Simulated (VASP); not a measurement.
# TiSi16 (a cell with a defect) in VASP: further runs

TiSi16 (a cell with a defect) is run at these levels: PBEsol; tasks: single point.

Program: VASP 6.6.1. These are calculated values, not measurements. Logs are shortened: lines on timing, memory, paths and dates and some standing lists are left out, and cuts for length are marked.

**1. The cell of the first run**

The cell holds a defect, 17 atoms: a = 7.679 Å, b = 7.679 Å, c = 7.679 Å, α = 60.00°, β = 60.00°, γ = 60.00°.

**2. Single point, PBEsol**

INCAR

```
SYSTEM = TiSi16
ALGO = Normal
EDIFF = 1E-6
ENCUT = 520
GGA = PS
ISIF = 2
ISMEAR = 0
LASPH = .True.
LCHARG = .False.
LREAL = Auto
LWAVE = .False.
NBANDS = 52
NELM = 100
PREC = Accurate
SIGMA = 0.05
```

KPOINTS

```
k-points
0
Gamma
  2 2 2
  0 0 0
```

POSCAR

```
TiSi16
1.0
    0.0000000000      5.4300000000      5.4300000000
    5.4300000000      0.0000000000      5.4300000000
    5.4300000000      5.4300000000      0.0000000000
Si Ti
16 1
Direct
   -0.0024557796     -0.0034744560      0.0033102676
    0.1213535276      0.1207778079      0.1371971421
    0.0002528769     -0.0001495167      0.5003208181
    0.1215128467      0.1206829759      0.6213273527
   -0.0024491685      0.5027726137      0.0032641752
    0.1302739237      0.6230524252      0.1237448356
   -0.0024962928      0.5027228181      0.4972464244
    0.1214615083      0.6367183270      0.6212833790
    0.5033393497     -0.0032577772      0.0032969021
    0.6240044314      0.1291057098      0.1237969202
    0.5034299723     -0.0034428807      0.4973166530
    0.6371768604      0.1208416255      0.6212396796
    0.5006949508      0.4995179686      0.0003821446
    0.6240015839      0.6232143332      0.1237969165
    0.5033797995      0.5028454682      0.4973267703
    0.6239821926      0.6230843402      0.6299693288
    0.2503500171      0.2497756173      0.7502916902
```

Potentials or basis: VASP PAW PBE potentials, release 64 (Si, Ti_sv).

Run with:

```console
$ cat potpaw_PBE.64/Si/POTCAR potpaw_PBE.64/Ti_sv/POTCAR > POTCAR
$ mpirun -np 1 vasp_std > vasp.out
```

OUTCAR:

```text
SYSTEM = TiSi16
   EDIFF = 1E-6
   ENCUT = 520
   GGA = PS
   ISIF = 2
   ISMEAR = 0
   LASPH = .True.
   LREAL = Auto
   NELM = 100
   PREC = Accurate

 ion  position               nearest neighbor table
   1  0.998  0.997  0.003-   6 2.34  10 2.34   2 2.40   4 2.40  17 2.75
   2  0.121  0.121  0.137-   3 2.28   1 2.40   9 2.40   5 2.40  17 2.43
   3  0.000  1.000  0.500-  12 2.28   4 2.28   2 2.28   8 2.28
   4  0.122  0.121  0.621-   3 2.28  11 2.40   1 2.40   7 2.40  17 2.43
   5  0.998  0.503  0.003-   6 2.34  14 2.34   8 2.40   2 2.40  17 2.75
   6  0.130  0.623  0.124-  13 2.32   1 2.34   5 2.34   7 2.34
   7  0.998  0.503  0.497-   6 2.34  16 2.34   8 2.40   4 2.40  17 2.75
   8  0.121  0.637  0.621-   3 2.28  15 2.40   5 2.40   7 2.40  17 2.43
   9  0.503  0.997  0.003-  14 2.34  10 2.34   2 2.40  12 2.40  17 2.75
  10  0.624  0.129  0.124-  13 2.32  11 2.34   9 2.34   1 2.34
  11  0.503  0.997  0.497-  16 2.34  10 2.34   4 2.40  12 2.40  17 2.75
  12  0.637  0.121  0.621-   3 2.28  11 2.40  15 2.40   9 2.40  17 2.43
  13  0.501  0.500  0.000-  10 2.32  16 2.32  14 2.32   6 2.32
  14  0.624  0.623  0.124-  13 2.32   9 2.34  15 2.34   5 2.34
  15  0.503  0.503  0.497-  16 2.34  14 2.34   8 2.40  12 2.40  17 2.75
  16  0.624  0.623  0.630-  13 2.32  11 2.34  15 2.34   7 2.34
  17  0.250  0.250  0.750-  12 2.43   4 2.43   2 2.43   8 2.43   7 2.75   5 2.75   9 2.75   1 2.75
                            15 2.75  11 2.75

  LATTYP: Found a face centered cubic cell.
 ALAT       =    10.8600000000

  Lattice vectors:

 A1 = (   0.0000000000,   5.4300000000,   5.4300000000)
 A2 = (   5.4300000000,   0.0000000000,   5.4300000000)
 A3 = (   5.4300000000,   5.4300000000,   0.0000000000)

Analysis of symmetry for initial positions (statically):
=====================================================================
 Subroutine PRICEL returns:
 Original cell was already a primitive cell.

 Routine SETGRP: Setting up the symmetry group for a
 face centered cubic supercell.

 Subroutine GETGRP returns: Found  1 space group operations
 (whereof  1 operations were pure point group operations)
 out of a pool of 48 trial point group operations.

The static configuration has the point symmetry C_1 .

Analysis of symmetry for dynamics (positions and initial velocities):
=====================================================================
 Subroutine PRICEL returns:
 Original cell was already a primitive cell.

 Routine SETGRP: Setting up the symmetry group for a
 face centered cubic supercell.

 Subroutine GETGRP returns: Found  1 space group operations
 (whereof  1 operations were pure point group operations)
 out of a pool of 48 trial point group operations.

The dynamic configuration has the point symmetry C_1 .

 Subroutine INISYM returns: Found  1 space group operations
 (whereof  1 operations are pure point group operations),
 and found     1 'primitive' translations

----------------------------------------------------------------------------------------

                                     Primitive cell

  volume of cell :     320.2060

  direct lattice vectors                    reciprocal lattice vectors
     0.000000000  5.430000000  5.430000000    -0.092081031  0.092081031  0.092081031
     5.430000000  0.000000000  5.430000000     0.092081031 -0.092081031  0.092081031
     5.430000000  5.430000000  0.000000000     0.092081031  0.092081031 -0.092081031

  length of vectors
     7.679179644  7.679179644  7.679179644     0.159489025  0.159489025  0.159489025

  position of ions in fractional coordinates (direct lattice)
     0.997544220  0.996525544  0.003310268
     0.121353528  0.120777808  0.137197142
     0.000252877  0.999850483  0.500320818
     0.121512847  0.120682976  0.621327353
     0.997550831  0.502772614  0.003264175
     0.130273924  0.623052425  0.123744836
[... 9 lines left out ...]
     0.623982193  0.623084340  0.629969329
     0.250350017  0.249775617  0.750291690

  ion indices of the primitive-cell ions
   primitive index   ion index
                 1           1
                 2           2
                 3           3
                 4           4
                 5           5
                 6           6
[... 9 lines left out ...]
                16          16
                17          17

----------------------------------------------------------------------------------------

 KPOINTS: k-points

Automatic generation of k-mesh.
 Grid dimensions read from file:
 generate k-points for:    2    2    2

 Generating k-lattice:

  Cartesian coordinates                     Fractional coordinates (reciprocal lattice)
    -0.046040516  0.046040516  0.046040516     0.500000000  0.000000000  0.000000000
     0.046040516 -0.046040516  0.046040516     0.000000000  0.500000000  0.000000000
     0.046040516  0.046040516 -0.046040516     0.000000000  0.000000000  0.500000000

  Length of vectors
     0.079744512  0.079744512  0.079744512

  Shift w.r.t. Gamma in fractional coordinates (k-lattice)
     0.000000000  0.000000000  0.000000000

 Subroutine IBZKPT returns following result:
 ===========================================

 Found      8 irreducible k-points:

 Following reciprocal coordinates:
            Coordinates               Weight
  0.000000  0.000000  0.000000      1.000000
  0.500000  0.000000  0.000000      1.000000
  0.000000  0.500000  0.000000      1.000000
  0.000000  0.000000  0.500000      1.000000
  0.500000  0.500000  0.500000      1.000000
  0.500000  0.500000  0.000000      1.000000
  0.000000  0.500000  0.500000      1.000000
  0.500000  0.000000  0.500000      1.000000
   k-points           NKPTS =      8   k-points in BZ     NKDIM =      8   number of bands    NBANDS=     52
   number of dos      NEDOS =    301   number of ions     NIONS =     17
   total plane-waves  NPLWV = 216000
   dimension x,y,z NGX =    60 NGY =   60 NGZ =   60
   dimension x,y,z NGXF=   120 NGYF=  120 NGZF=  120
   ions per type =              16   1
   NGX,Y,Z   is equivalent  to a cutoff of  12.99, 12.99, 12.99 a.u.
   NGXF,Y,Z  is equivalent  to a cutoff of  25.98, 25.98, 25.98 a.u.
 SYSTEM =  TiSi16
   PREC   = accura    normal or accurate (medium, high low for compatibility)
   ISTART =      0    job   : 0-new  1-cont  2-samecut
   ICHARG =      2    charge: 1-file 2-atom 10-const
   ISPIN  =      1    spin polarized calculation?
   LNONCOLLINEAR =      F non collinear calculations
   LSORBIT =      F    spin-orbit coupling
   LASPH  =      T    aspherical Exc in radial PAW
   ENCUT  =  520.0 eV  38.22 Ry    6.18 a.u.  14.28 14.28 14.28*2*pi/ulx,y,z
   NELM   =    100;   NELMIN=  2; NELMDL= -5     # of ELM steps
   EDIFF  = 0.1E-05   stopping-criterion for ELM
   LREAL  =      T    real-space projection
   EDIFFG = 0.1E-04   stopping-criterion for IOM
   NSW    =      0    number of steps for IOM
[... 5 lines left out ...]
   TEBEG  =    0.0;   TEEND  =   0.0 temperature during run
   PSTRESS=    0.0 pullay stress
   NELECT =      76.0000    total number of electrons
   NUPDOWN=      -1.0000    fix difference up-down
   EMIN   =  10.00;   EMAX   =-10.00  energy-range for DOS
   EFERMI =   0.00;   METHOD = LEGACY
   ISMEAR =     0;   SIGMA  =   0.05  broadening in eV -4-tet -1-fermi 0-gaus
   EFERMI_NEDOS =   21; number of points for ismear=-14 and -15
   IALGO  =     38    algorithm
   IMIX   =      4    mixing-type and parameters
     AMIX     =   0.40;   BMIX     =  1.00
     AMIX_MAG =   1.60;   BMIX_MAG =  1.00
  volume/ion in A,a.u.               =      18.84       127.11
  Fermi-wavevector in a.u.,A,eV,Ry     =   1.013607  1.915439 13.978610  1.027399
  Thomas-Fermi vector in A             =   2.146786
   LORBIT       =      0    0 simple, 1 ext, 2 COOP (PROOUT), +10 PAW based schemes
   GGA     = PS    functional components
   LHFCALC =     F    Hartree Fock is set to
   AEXX    =    0.0000 exact exchange contribution
   IVDW    =     0    specifies the selected vdW correction
   LEPSILON=     F    determine dielectric tensor
   LRPA    =     F    only Hartree local field effects (RPA)
 non-spin polarized calculation
 Gauss-broadening in eV      SIGMA  =   0.05
  energy-cutoff  :      520.00
  volume of cell :      320.21
 maximum number of plane-waves:      8646
 NGX is ok and might be reduce to    60
   NGX = 29   NGY = 29   NGZ = 29

 number of electron      75.9999998 magnetization

 Free energy of the ion-electron system (eV)
  ---------------------------------------------------
  ext. energy  EPLUGINS =         0.00000000
  ---------------------------------------------------
  free energy    TOTEN  =       -98.32563557 eV

  energy without entropy =      -98.30284816  energy(sigma->0) =      -98.31424186

 E-fermi :   6.8200     XC(G=0):  -9.8812

 val. band max:        6.7772684450   @ k =   0.5000   0.0000   0.5000
 cond. band min:       6.8525174180   @ k =   0.0000   0.0000   0.5000
 fundamental gap:      0.0752489730
 Fermi energy:         6.8199737852

 k-point     1 :       0.0000    0.0000    0.0000
  band No.  band energies     occupation
      1     -49.7274      2.00000
      2     -26.2052      2.00000
      3     -26.2047      2.00000
      4     -26.2043      2.00000
      5      -5.7879      2.00000
      6      -3.5569      2.00000
[... 42 lines left out ...]
     49       8.0811      0.00000
     50       8.3877      0.00000

 k-point     2 :       0.5000    0.0000    0.0000
  band No.  band energies     occupation
      1     -49.7274      2.00000
      2     -26.2053      2.00000
      3     -26.2047      2.00000
      4     -26.2043      2.00000
      5      -5.0779      2.00000
      6      -4.8644      2.00000
[... 42 lines left out ...]
     49       9.1840      0.00000
     50       9.8057      0.00000

 k-point     3 :       0.0000    0.5000    0.0000
  band No.  band energies     occupation
      1     -49.7274      2.00000
      2     -26.2052      2.00000
      3     -26.2047      2.00000
      4     -26.2043      2.00000
      5      -5.0779      2.00000
      6      -4.8644      2.00000
[... 254 lines left out ...]
     49       9.7624      0.00000
     50      10.4199      0.00000

 k-point     8 :       0.5000    0.0000    0.5000
  band No.  band energies     occupation
      1     -49.7274      2.00000
      2     -26.2052      2.00000
      3     -26.2047      2.00000
      4     -26.2043      2.00000
      5      -4.7511      2.00000
      6      -4.6711      2.00000
[... 42 lines left out ...]
     49       9.7625      0.00000
     50      10.4206      0.00000
 [bands above 50 left out]

------------------------ aborting loop because EDIFF is reached ----------------------------------------

  FORCE on cell =-STRESS in cart. coord.  units (eV):
  Direction    XX          YY          ZZ          XY          YZ          ZX
  --------------------------------------------------------------------------------------
  -------------------------------------------------------------------------------------
  Total        4.1274857      4.1260520      4.1254635      0.0000402     -0.0048954      0.0100614
  in kB       20.6522169     20.6450432     20.6420987      0.0002012     -0.0244944      0.0503429
  external PRESSURE =      20.6464529 kB  Pullay stress =       0.0000000 kB

 VOLUME and BASIS-vectors are now :
 -----------------------------------------------------------------------------
  energy-cutoff  :      520.00
  volume of cell :      320.21
      direct lattice vectors                 reciprocal lattice vectors
     0.000000000  5.430000000  5.430000000    -0.092081031  0.092081031  0.092081031
     5.430000000  0.000000000  5.430000000     0.092081031 -0.092081031  0.092081031
     5.430000000  5.430000000  0.000000000     0.092081031  0.092081031 -0.092081031

 POSITION                                       TOTAL-FORCE (eV/Angst)
 -----------------------------------------------------------------------------------
      5.42911      5.43464     10.82780         0.000526     -0.000585      0.004107
      1.40080      1.40393      1.31477         0.000040      0.003552     -0.000365
      8.14593      2.71812      5.43056        -0.000888     -0.003081     -0.000740
      4.02912      4.03362      1.31512        -0.001341     -0.000192     -0.000963
      2.74778      5.43443      8.14676        -0.003941     -0.000497     -0.000700
      4.05511      1.37932      4.09056        -0.000213     -0.000819      0.000022
[... 9 lines left out ...]
      6.80408      6.80896      6.77157         0.000424     -0.000465     -0.001093
      5.43037      5.43348      2.71568        -0.000496      0.004790      0.002888
 -----------------------------------------------------------------------------------
    total drift:                               -0.001726      0.007637      0.004805

  FREE ENERGIE OF THE ION-ELECTRON SYSTEM (eV)
  ---------------------------------------------------
  free  energy   TOTEN  =       -98.3256355679 eV

  energy  without entropy=      -98.3028481552  energy(sigma->0) =      -98.31424186
```

Run time: 3 min. Hardware: 1 thread of AMD EPYC 9R45 (Zen 5), shared host; peak memory 0.46 GiB.

What came out:

```yaml
Free_energy: -98.3256 eV
Pressure: 2.1 GPa
Largest_force: 0.006 eV/Å
Band_gap_on_the_k_mesh: zero (bands 38 and 39 overlap by 0.41 eV)
```

Forces in eV/Å, atoms in the order of the input:
```
Si   0.001 -0.001  0.004
Si   0.000  0.004  0.000
Si  -0.001 -0.003 -0.001
Si  -0.001  0.000 -0.001
Si  -0.004  0.000 -0.001
Si   0.000 -0.001  0.000
Si   0.000  0.004  0.000
Si   0.001  0.000  0.001
Si   0.000 -0.003  0.000
Si   0.002 -0.002  0.001
Si   0.005  0.000  0.000
Si   0.000  0.003  0.000
Si   0.000 -0.003 -0.001
Si  -0.001 -0.002 -0.001
Si   0.000  0.000 -0.004
Si   0.000  0.000 -0.001
Ti   0.000  0.005  0.003
```

Caveat: the k points lie up to 0.50 Å⁻¹ apart; the PAW data sets were made with another functional, which shifts forces and pressure a little.

**3. Single point, PBEsol**

INCAR

```
ALGO = Normal
EDIFF = 1E-6
ENCUT = 520
GGA = PS
ISIF = 2
ISMEAR = 0
LASPH = True
LCHARG = False
LREAL = Auto
LWAVE = False
NBANDS = 52
NELM = 60
PREC = Accurate
SIGMA = 0.05
```

KPOINTS

```
k-points
0
Gamma
  2 2 2
```

POSCAR

```
TiSi16
1.0
    0.0000000000      5.4300000000      5.4300000000
    5.4300000000      0.0000000000      5.4300000000
    5.4300000000      5.4300000000      0.0000000000
Si Ti
16 1
Direct
    0.0023737470      0.0011831278      0.0020763861
    0.1257628680      0.1246906205      0.1256339310
    0.0022780386      0.0010857575      0.4960661913
    0.1228862098      0.1215080667      0.6286153497
    0.0023173156      0.4951014096      0.0019989281
    0.1229815945      0.6276574015      0.1223668781
   -0.0110401127      0.5035433651      0.5044867721
    0.1226492709      0.6275964540      0.6285645294
    0.4962289935      0.0011468719      0.0020092050
    0.6288611296      0.1216864911      0.1224427478
    0.5047424789     -0.0124560899      0.5044712303
    0.6287013185      0.1214582755      0.6284567373
    0.5049185178      0.5037109180     -0.0117865402
    0.6288275095      0.6276286627      0.1221886492
    0.5045246182      0.5035582040      0.5042322318
    0.6259088389      0.6243696871      0.6250298573
    0.3758114935      0.3745318870      0.3752472956
```

Potentials or basis: VASP PAW PBE potentials, release 64 (Si, Ti_sv).

Run with:

```console
$ cat potpaw_PBE.64/Si/POTCAR potpaw_PBE.64/Ti_sv/POTCAR > POTCAR
$ mpirun -np 1 vasp_std > vasp.out
```

OUTCAR:

```text
EDIFF = 1E-6
   ENCUT = 520
   GGA = PS
   ISIF = 2
   ISMEAR = 0
   LASPH = True
   LREAL = Auto
   NELM = 60
   PREC = Accurate

 ion  position               nearest neighbor table
   1  0.002  0.001  0.002-   2 2.32   4 2.34  10 2.34   6 2.34
   2  0.126  0.125  0.126-   5 2.32   3 2.32   1 2.32   9 2.32
   3  0.002  0.001  0.496-   2 2.32   8 2.34  12 2.34   4 2.34
   4  0.123  0.122  0.629-   1 2.34   3 2.34  11 2.39   7 2.40  17 2.75
   5  0.002  0.495  0.002-   2 2.32   8 2.34  14 2.34   6 2.34
   6  0.123  0.628  0.122-   1 2.34   5 2.34  13 2.40   7 2.40  17 2.75
   7  0.989  0.504  0.504-  16 2.28   8 2.39   4 2.40   6 2.40  17 2.43
[... 647 lines left out ...]
  Total        4.1319098      4.1525347      4.1300096     -0.0056813     -0.0041373     -0.0195802
  in kB       20.6743529     20.7775514     20.6648451     -0.0284268     -0.0207014     -0.0979713
  external PRESSURE =      20.7055832 kB  Pullay stress =       0.0000000 kB

 VOLUME and BASIS-vectors are now :
 -----------------------------------------------------------------------------
  energy-cutoff  :      520.00
  volume of cell :      320.21
      direct lattice vectors                 reciprocal lattice vectors
     0.000000000  5.430000000  5.430000000    -0.092081031  0.092081031  0.092081031
     5.430000000  0.000000000  5.430000000     0.092081031 -0.092081031  0.092081031
     5.430000000  5.430000000  0.000000000     0.092081031  0.092081031 -0.092081031

 POSITION                                       TOTAL-FORCE (eV/Angst)
 -----------------------------------------------------------------------------------
      0.01770      0.02416      0.01931         0.003300      0.003826      0.001642
      1.35926      1.36508      1.35996        -0.003371     -0.003163     -0.002099
      2.69954      2.70601      0.01827         0.001371     -0.002966      0.000491
      4.07317      4.08065      1.32706        -0.001002     -0.003108     -0.000057
      2.69925      0.02344      2.70098         0.000552      0.003894     -0.000931
      4.07263      1.33224      4.07597        -0.000531     -0.002057     -0.000688
[... 9 lines left out ...]
      6.78424      6.79260      6.78901         0.004745     -0.004130     -0.000604
      4.07130      4.07825      4.07436         0.002573      0.004072      0.001813
 -----------------------------------------------------------------------------------
    total drift:                                0.003859     -0.001644      0.002937

  FREE ENERGIE OF THE ION-ELECTRON SYSTEM (eV)
  ---------------------------------------------------
  free  energy   TOTEN  =       -98.3262777544 eV

  energy  without entropy=      -98.3035796813  energy(sigma->0) =      -98.31492872
```

Wall time 3 min (1 thread of AMD EPYC 9R45 (Zen 5), shared host); peak memory 0.46 GiB.

What came out:

```yaml
Free_energy: -98.3263 eV
Pressure: 2.1 GPa
Largest_force: 0.007 eV/Å
Band_gap_on_the_k_mesh: zero (bands 38 and 39 overlap by 0.41 eV)
```

Forces on the atoms (eV/Å):
```
Si   0.003  0.004  0.002
Si  -0.003 -0.003 -0.002
Si   0.001 -0.003  0.000
Si  -0.001 -0.003  0.000
Si   0.001  0.004 -0.001
Si  -0.001 -0.002 -0.001
Si  -0.001  0.001  0.000
Si  -0.003 -0.002  0.000
Si   0.000 -0.002  0.001
Si   0.000 -0.002 -0.002
Si  -0.002  0.007  0.000
Si   0.000 -0.002  0.000
Si  -0.001  0.001  0.002
Si   0.000 -0.002 -0.002
Si  -0.001  0.005  0.002
Si   0.005 -0.004 -0.001
Ti   0.003  0.004  0.002
```

Levels at points of the mesh, in eV from the Fermi level:
```csv
k point,band 33,band 34,band 35,band 36,band 37,band 38,band 39,band 40,band 41,band 42
"(0.00, 0.00, 0.00)",-1.66,-0.95,-0.95,-0.95,-0.38,-0.38,-0.37,-0.13,-0.12,0.22
"(0.50, 0.00, 0.00)",-1.93,-1.93,-1.30,-1.30,-0.27,0.03,0.04,0.44,0.44,0.79
"(0.00, 0.50, 0.00)",-1.93,-1.93,-1.30,-1.30,-0.27,0.03,0.04,0.44,0.44,0.79
"(0.00, 0.00, 0.50)",-1.93,-1.93,-1.30,-1.30,-0.27,0.03,0.04,0.44,0.44,0.79
"(0.50, 0.50, 0.50)",-1.93,-1.93,-1.30,-1.30,-0.27,0.03,0.03,0.44,0.44,0.79
"(0.50, 0.50, 0.00)",-2.41,-1.94,-1.94,-1.82,-0.71,-0.04,0.59,0.59,1.09,1.33
"(0.00, 0.50, 0.50)",-2.41,-1.94,-1.94,-1.82,-0.71,-0.04,0.59,0.59,1.09,1.33
"(0.50, 0.00, 0.50)",-2.41,-1.94,-1.94,-1.82,-0.71,-0.04,0.59,0.59,1.09,1.33
```

Caveat: the k points lie up to 0.50 Å⁻¹ apart; the PAW data sets were made with another functional, which shifts forces and pressure a little.

[end of part 1 of 2]

The gap in the log of VASP goes by the Fermi energy; the results here count the filled bands.